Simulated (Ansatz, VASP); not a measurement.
**One calculation of Si2C, two programs**

```xyz
6
Lattice="4.0300 0.0000 0.0000 -2.0150 3.4901 0.0000 0.0000 0.0000 7.3734" Properties=species:S:1:pos:R:3 pbc="T T T"
Si    0.0000    2.3267    5.4678
Si    0.0000    2.3267    1.9056
Si    2.0150    1.1634    5.4678
Si    2.0150    1.1634    1.9056
C     0.0000    2.3267    0.0000
C     2.0150    1.1634    0.0000
```

Alike in both runs: functional PBE; k mesh 6 × 6 × 2; occupations gaussian, width 0.1 eV; no spin polarisation.

Ansatz relaxed the structure, and its values are those at the end. VASP's run is a single point on that final structure, the one shown.

|  | VASP | Ansatz |
| --- | --- | --- |
| version | VASP 6.6.1 | Ansatz 0.2.0 |
| potentials or method | VASP PAW PBE potentials, release 64 (Si, C), cutoff 520 eV | scalar-relativistic, plane waves, PAW |
| valence electrons in the cell | 24 | 24 |

Ansatz gave:

```
gap on the k mesh at the Fermi level (eV) : none
pressure (GPa)                            : 0.0
rms of the force components (eV/Å)        : 0.008
```

Problem. Estimate VASP's values.

Solution. gap on the k mesh at the Fermi level (eV): none; pressure (GPa): -0.1; rms of the force components (eV/Å): 0.007.

A gap of «none» marks a metal or a gap that the smearing closes.

The k mesh is coarse, so the values compare programs but aren't converged.
